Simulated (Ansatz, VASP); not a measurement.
# Two plane-wave programs on MgCd2TeSe2

```
CELL_PARAMETERS angstrom
4.58693 0.00000 0.00000
-2.29346 3.97240 0.00000
0.00000 0.00000 7.62060
ATOMIC_POSITIONS crystal
Mg 0.00000 0.00000 0.50000
Cd 0.66667 0.33333 0.65929
Cd 0.33333 0.66667 0.34071
Te 0.00000 0.00000 0.00000
Se 0.66667 0.33333 0.26735
Se 0.33333 0.66667 0.73265
```

Change from the starting cell: species swapped into the LiSmCu2P2 type (P-3m1, No. 164).

Alike in both runs: task relaxation of cell and atoms; functional PBE; k mesh 6 × 6 × 2; occupations gaussian, width 0.1 eV; no spin polarisation.

```csv
,VASP,Ansatz
version,VASP 6.6.1,Ansatz 0.2.0
potentials or method,"VASP PAW PBE potentials, release 64 (Mg, Cd, Te, Se), cutoff 600 eV","scalar-relativistic, plane waves, PAW"
valence electrons in the cell,44,98
```

|  | VASP | Ansatz | Ansatz less VASP |
| --- | --- | --- | --- |
| gap on the k mesh at the Fermi level, each at its own relaxed structure (eV) | none | none | - |
| relaxed volume (Å³/atom) | 24.24 | 24.42 | +0.180 |
| relaxed cell length with the largest relative difference (Å) | 5.588 | 10.103 | +4.5143 |

A gap of «none» marks a metal or a gap that the smearing closes. One of these differences is far larger than is usual between the two programs; its cause wasn't traced. VASP's potentials hold 44 valence electrons a cell and Ansatz's 98, so a difference there can come from the potentials and not from the codes.

The k mesh is coarse, so the values compare programs but aren't converged. Neither program's run includes spin-orbit coupling.
